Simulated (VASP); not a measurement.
# TiO2 (Fd-3m) in VASP: single point with PBE+U

Aim: the single point of TiO2 with PBE+U.

Everything below comes from runs of VASP 6.6.1. Logs are shortened: lines on timing, memory, paths and dates and some standing lists are left out, and cuts for length are marked.

### 1 The cell of the first run

Symmetry: Fd-3m, No. 227, cubic system. The conventional cell has a = 8.394 Å, b = 8.394 Å, c = 8.394 Å, α = 90.00°, β = 90.00°, γ = 90.00°. Ti (site symmetry -43m) has 4 O at 1.82 Å within 2.4 Å. Within 2.4 Å of O (site symmetry -3m) lie 2 Ti at 1.82 Å.

### 2 Single point, PBE+U

POSCAR

```
TiO2
1.0
    0.0000000000      4.1972219452      4.1972219452
    4.1972219452      0.0000000000      4.1972219452
    4.1972219452      4.1972219452      0.0000000000
Ti O
2 4
Direct
    0.7500000000      0.7500000000      0.7500000000
    0.5000000000      0.5000000000      0.5000000000
    0.6250000000      0.6250000000      0.6250000000
    0.6250000000      0.6250000000      0.1250000000
    0.6250000000      0.1250000000      0.6250000000
    0.1250000000      0.6250000000      0.6250000000
```

INCAR.step1

```
SYSTEM = TiO2
PREC = Accurate
ENCUT = 910
EDIFF = 1E-6
ISMEAR = 0
SIGMA = 0.02
LREAL = .False.
LASPH = .True.
NELM = 200
ALGO = Normal
ISIF = 2
LWAVE = .False.
LCHARG = .True.
LMAXMIX = 4
LDAU = .True.
LDAUTYPE = 2
LDAUL = 2 -1
LDAUU = 4 0
LDAUJ = 0 0
LDAUPRINT = 1
GGA = PE
NBANDS = 33
GGA_COMPAT = .False.
NEDOS = 2001
LORBIT = 11
```

KPOINTS.step1

```
regular mesh
0
Gamma
  6 6 6
  0 0 0
```

INCAR.step2

```
SYSTEM = TiO2
PREC = Accurate
ENCUT = 910
EDIFF = 1E-6
ISMEAR = -5
SIGMA = 0.02
LREAL = .False.
LASPH = .True.
NELM = 200
ALGO = Normal
ISIF = 2
LWAVE = .False.
LCHARG = .False.
LMAXMIX = 4
LDAU = .True.
LDAUTYPE = 2
LDAUL = 2 -1
LDAUU = 4 0
LDAUJ = 0 0
LDAUPRINT = 1
GGA = PE
LORBIT = 11
NBANDS = 33
NEDOS = 1001
ICHARG = 11
GGA_COMPAT = .False.
```

KPOINTS.step2

```
regular mesh
0
Gamma
  9 9 9
  0 0 0
```

Potentials or basis: VASP PAW PBE potentials, release 64 (Ti_sv, O_h).

Run with:

```console
> cat potpaw_PBE.64/Ti_sv/POTCAR potpaw_PBE.64/O_h/POTCAR > POTCAR
> cp INCAR.step1 INCAR
> cp KPOINTS.step1 KPOINTS
> mpirun -np 1 vasp_std > vasp.out
> cp INCAR.step2 INCAR
> cp KPOINTS.step2 KPOINTS
> mpirun -np 1 vasp_std > vasp.out
```

OUTCAR:

```text
SYSTEM = TiO2
   PREC = Accurate
   ENCUT = 910
   EDIFF = 1E-6
   ISMEAR = -5
   LREAL = .False.
   LASPH = .True.
   NELM = 200
   ISIF = 2
   GGA = PE
   LORBIT = 11
   ICHARG = 11

 ion  position               nearest neighbor table
   1  0.750  0.750  0.750-   3 1.82   4 1.82   5 1.82   6 1.82
   2  0.500  0.500  0.500-   3 1.82   4 1.82   5 1.82   6 1.82
   3  0.625  0.625  0.625-   1 1.82   2 1.82
   4  0.625  0.625  0.125-   1 1.82   2 1.82
   5  0.625  0.125  0.625-   1 1.82   2 1.82
   6  0.125  0.625  0.625-   1 1.82   2 1.82

  LATTYP: Found a face centered cubic cell.
 ALAT       =     8.3944438904

  Lattice vectors:

 A1 = (   0.0000000000,   4.1972219452,   4.1972219452)
 A2 = (   4.1972219452,   0.0000000000,   4.1972219452)
 A3 = (   4.1972219452,   4.1972219452,   0.0000000000)

Analysis of symmetry for initial positions (statically):
=====================================================================
 Subroutine PRICEL returns:
 Original cell was already a primitive cell.

 Routine SETGRP: Setting up the symmetry group for a
 face centered cubic supercell.

 Subroutine GETGRP returns: Found 48 space group operations
 (whereof 24 operations were pure point group operations)
 out of a pool of 48 trial point group operations.

The static configuration has the point symmetry T_d .
 The point group associated with its full space group is O_h .

Analysis of symmetry for dynamics (positions and initial velocities):
=====================================================================
 Subroutine PRICEL returns:
 Original cell was already a primitive cell.

 Routine SETGRP: Setting up the symmetry group for a
 face centered cubic supercell.

 Subroutine GETGRP returns: Found 48 space group operations
 (whereof 24 operations were pure point group operations)
 out of a pool of 48 trial point group operations.

The dynamic configuration has the point symmetry T_d .
 The point group associated with its full space group is O_h .

 Subroutine INISYM returns: Found 48 space group operations
 (whereof 24 operations are pure point group operations),
 and found     1 'primitive' translations

----------------------------------------------------------------------------------------

                                     Primitive cell

  volume of cell :     147.8822

  direct lattice vectors                    reciprocal lattice vectors
     0.000000000  4.197221945  4.197221945    -0.119126414  0.119126414  0.119126414
     4.197221945  0.000000000  4.197221945     0.119126414 -0.119126414  0.119126414
     4.197221945  4.197221945  0.000000000     0.119126414  0.119126414 -0.119126414

  length of vectors
     5.935768199  5.935768199  5.935768199     0.206333002  0.206333002  0.206333002

  position of ions in fractional coordinates (direct lattice)
     0.750000000  0.750000000  0.750000000
     0.500000000  0.500000000  0.500000000
     0.625000000  0.625000000  0.625000000
     0.625000000  0.625000000  0.125000000
     0.625000000  0.125000000  0.625000000
     0.125000000  0.625000000  0.625000000

  ion indices of the primitive-cell ions
   primitive index   ion index
                 1           1
                 2           2
                 3           3
                 4           4
                 5           5
[... 113 lines left out ...]
  volume of cell :      147.88
 maximum number of plane-waves:      9264

atom =   1  type =  1  l = 2

 onsite density matrix

spin component  1

  0.2216 -0.0000 -0.0000 -0.0000 -0.0000
 -0.0000  0.2216  0.0000 -0.0000 -0.0000
 -0.0000  0.0000  0.1225 -0.0000 -0.0000
 -0.0000 -0.0000 -0.0000  0.2216  0.0000
 -0.0000 -0.0000 -0.0000  0.0000  0.1225

spin component  2

  0.2216 -0.0000 -0.0000 -0.0000 -0.0000
 -0.0000  0.2216  0.0000 -0.0000 -0.0000
 -0.0000  0.0000  0.1225 -0.0000 -0.0000
 -0.0000 -0.0000 -0.0000  0.2216  0.0000
 -0.0000 -0.0000 -0.0000  0.0000  0.1225

 occupancies and eigenvectors

  o =  0.1225  v =  0.0000  0.0000 -0.0000 -0.0000 -1.0000  0.0000  0.0000  0.0000  0.0000  0.0000      0.0000  0.0000  0.0000  0.0000  0.0000  0.0000  0.0000  0.0000  0.0000  0.0000
  o =  0.1225  v =  0.0000  0.0000  0.0000  0.0000  0.0000  0.0000  0.0000 -0.0000 -0.0000 -1.0000      0.0000  0.0000  0.0000  0.0000  0.0000  0.0000  0.0000  0.0000  0.0000  0.0000
  o =  0.1225  v =  0.0000  0.0000  0.0000  0.0000  0.0000  0.0000 -0.0000 -1.0000 -0.0000  0.0000      0.0000  0.0000  0.0000  0.0000  0.0000  0.0000  0.0000  0.0000  0.0000  0.0000
  o =  0.1225  v =  0.0000 -0.0000 -1.0000 -0.0000  0.0000  0.0000  0.0000  0.0000  0.0000  0.0000      0.0000  0.0000  0.0000  0.0000  0.0000  0.0000  0.0000  0.0000  0.0000  0.0000
  o =  0.2216  v =  0.0000  0.9997  0.0000 -0.0230  0.0000  0.0000  0.0000  0.0000  0.0000  0.0000      0.0000  0.0000  0.0000  0.0000  0.0000  0.0000  0.0000  0.0000  0.0000  0.0000
  o =  0.2216  v =  0.0000  0.0000  0.0000  0.0000  0.0000  0.0000  0.9997  0.0000 -0.0230  0.0000      0.0000  0.0000  0.0000  0.0000  0.0000  0.0000  0.0000  0.0000  0.0000  0.0000
  o =  0.2216  v =  0.0000 -0.0230 -0.0000 -0.9997  0.0000  0.0000  0.0000  0.0000  0.0000  0.0000      0.0000  0.0000  0.0000  0.0000  0.0000  0.0000  0.0000  0.0000  0.0000  0.0000
  o =  0.2216  v =  0.0000  0.0000  0.0000  0.0000  0.0000  0.0000 -0.0230 -0.0000 -0.9997  0.0000      0.0000  0.0000  0.0000  0.0000  0.0000  0.0000  0.0000  0.0000  0.0000  0.0000
  o =  0.2216  v =  1.0000  0.0000  0.0000  0.0000  0.0000  0.0000  0.0000  0.0000  0.0000  0.0000      0.0000  0.0000  0.0000  0.0000  0.0000  0.0000  0.0000  0.0000  0.0000  0.0000
  o =  0.2216  v =  0.0000  0.0000  0.0000  0.0000  0.0000  1.0000  0.0000  0.0000  0.0000  0.0000      0.0000  0.0000  0.0000  0.0000  0.0000  0.0000  0.0000  0.0000  0.0000  0.0000

atom =   2  type =  1  l = 2

 onsite density matrix

spin component  1

  0.2216  0.0000 -0.0000  0.0000 -0.0000
  0.0000  0.2216  0.0000 -0.0000 -0.0000
 -0.0000  0.0000  0.1225  0.0000 -0.0000
  0.0000 -0.0000  0.0000  0.2216  0.0000
 -0.0000 -0.0000 -0.0000  0.0000  0.1225

spin component  2

  0.2216  0.0000 -0.0000  0.0000 -0.0000
  0.0000  0.2216  0.0000 -0.0000 -0.0000
 -0.0000  0.0000  0.1225  0.0000 -0.0000
  0.0000 -0.0000  0.0000  0.2216  0.0000
 -0.0000 -0.0000 -0.0000  0.0000  0.1225

 occupancies and eigenvectors

  o =  0.1225  v =  0.0000 -0.0000  0.0000  0.0000  1.0000  0.0000  0.0000  0.0000  0.0000  0.0000      0.0000  0.0000  0.0000  0.0000  0.0000  0.0000  0.0000  0.0000  0.0000  0.0000
  o =  0.1225  v =  0.0000  0.0000  0.0000  0.0000  0.0000  0.0000 -0.0000  0.0000  0.0000  1.0000      0.0000  0.0000  0.0000  0.0000  0.0000  0.0000  0.0000  0.0000  0.0000  0.0000
  o =  0.1225  v =  0.0000  0.0000  0.0000  0.0000  0.0000  0.0000 -0.0000  1.0000 -0.0000 -0.0000      0.0000  0.0000  0.0000  0.0000  0.0000  0.0000  0.0000  0.0000  0.0000  0.0000
  o =  0.1225  v =  0.0000 -0.0000  1.0000 -0.0000 -0.0000  0.0000  0.0000  0.0000  0.0000  0.0000      0.0000  0.0000  0.0000  0.0000  0.0000  0.0000  0.0000  0.0000  0.0000  0.0000
  o =  0.2216  v =  0.0000  0.0484 -0.0000 -0.9988  0.0000  0.0000  0.0000  0.0000  0.0000  0.0000      0.0000  0.0000  0.0000  0.0000  0.0000  0.0000  0.0000  0.0000  0.0000  0.0000
  o =  0.2216  v =  0.0000  0.0000  0.0000  0.0000  0.0000  0.0000  0.0484 -0.0000 -0.9988  0.0000      0.0000  0.0000  0.0000  0.0000  0.0000  0.0000  0.0000  0.0000  0.0000  0.0000
  o =  0.2216  v =  0.0000  0.9988 -0.0000  0.0484 -0.0000  0.0000  0.0000  0.0000  0.0000  0.0000      0.0000  0.0000  0.0000  0.0000  0.0000  0.0000  0.0000  0.0000  0.0000  0.0000
  o =  0.2216  v =  0.0000  0.0000  0.0000  0.0000  0.0000  0.0000  0.9988 -0.0000  0.0484 -0.0000      0.0000  0.0000  0.0000  0.0000  0.0000  0.0000  0.0000  0.0000  0.0000  0.0000
  o =  0.2216  v =  1.0000  0.0000  0.0000  0.0000  0.0000  0.0000  0.0000  0.0000  0.0000  0.0000      0.0000  0.0000  0.0000  0.0000  0.0000  0.0000  0.0000  0.0000  0.0000  0.0000
  o =  0.2216  v =  0.0000  0.0000  0.0000  0.0000  0.0000  1.0000  0.0000  0.0000  0.0000  0.0000      0.0000  0.0000  0.0000  0.0000  0.0000  0.0000  0.0000  0.0000  0.0000  0.0000

 number of electron      48.0000002 magnetization

 Free energy of the ion-electron system (eV)
  ---------------------------------------------------
  ext. energy  EPLUGINS =         0.00000000
  ---------------------------------------------------
  free energy    TOTEN  =       -47.69072839 eV

  energy without entropy =      -47.69072839  energy(sigma->0) =      -47.69072839

 E-fermi :  -2.1382     XC(G=0):  -6.5319

 val. band max:       -2.1594976679   @ k =   0.4444   0.0000   0.0000
 cond. band min:       1.6491491931   @ k =   0.0000   0.0000   0.0000
 fundamental gap:      3.8086468610
 Fermi energy:        -2.1382089530

 k-point     1 :       0.0000    0.0000    0.0000
  band No.  band energies     occupation
      1     -58.5913      2.00000
      2     -58.5836      2.00000
      3     -34.9234      2.00000
      4     -34.9234      2.00000
      5     -34.9234      2.00000
      6     -34.8346      2.00000
[... 853 lines left out ...]
     32       4.5781      0.00000
     33       4.5855      0.00000

 [... further k-points ...]
[... 5 lines left out ...]
  --------------------------------------------------------------------------------------
  -------------------------------------------------------------------------------------
  Total        3.6762841      3.6762841      3.6762841     -0.0000000      0.0000000     -0.0000000
  in kB       39.8294078     39.8294078     39.8294078     -0.0000000      0.0000000     -0.0000000
  external PRESSURE =      39.8294078 kB  Pullay stress =       0.0000000 kB

 VOLUME and BASIS-vectors are now :
 -----------------------------------------------------------------------------
  energy-cutoff  :      910.00
  volume of cell :      147.88
      direct lattice vectors                 reciprocal lattice vectors
     0.000000000  4.197221945  4.197221945    -0.119126414  0.119126414  0.119126414
     4.197221945  0.000000000  4.197221945     0.119126414 -0.119126414  0.119126414
     4.197221945  4.197221945  0.000000000     0.119126414  0.119126414 -0.119126414

 POSITION                                       TOTAL-FORCE (eV/Angst)
 -----------------------------------------------------------------------------------
      6.29583      6.29583      6.29583         0.000000      0.000000      0.000000
      4.19722      4.19722      4.19722        -0.000000     -0.000000     -0.000000
      5.24653      5.24653      5.24653        -0.000000      0.000000     -0.000000
      3.14792      3.14792      5.24653        -0.000000      0.000000     -0.000000
      3.14792      5.24653      3.14792        -0.000000      0.000000     -0.000000
      5.24653      3.14792      3.14792        -0.000000      0.000000     -0.000000
 -----------------------------------------------------------------------------------
    total drift:                               -0.000000     -0.000000      0.000000

  FREE ENERGIE OF THE ION-ELECTRON SYSTEM (eV)
  ---------------------------------------------------
  free  energy   TOTEN  =       -47.6907283921 eV

  energy  without entropy=      -47.6907283921  energy(sigma->0) =      -47.69072839

 total charge

# of ion       s       p       d       tot
------------------------------------------
    1        2.264   6.311   1.787  10.362
    2        2.264   6.311   1.787  10.362
    3        1.047   2.354   0.000   3.400
    4        1.047   2.354   0.000   3.400
    5        1.047   2.354   0.000   3.400
    6        1.047   2.354   0.000   3.400
--------------------------------------------------
tot          8.715  22.037   3.573  34.325
```

Run time: 7.3 min. Hardware: 1 thread of Intel Xeon 6975P-C (Granite Rapids), shared host; peak memory 0.65 GiB.

What came out:

* Valence electrons inside the program's atomic spheres: Ti 10.36; O 3.40

Eigenvalues of the final occupation matrices:
```tsv
site	spin	trace	eigenvalues
site 1 d	1	0.91	0.12 0.12 0.22 0.22 0.22
site 1 d	2	0.91	0.12 0.12 0.22 0.22 0.22
site 2 d	1	0.91	0.12 0.12 0.22 0.22 0.22
site 2 d	2	0.91	0.12 0.12 0.22 0.22 0.22
```

Caveat: the cutoff is under 1.25 times the usual one of these potentials, so pressure, stress and relaxed cells hold a basis-set (Pulay) error.
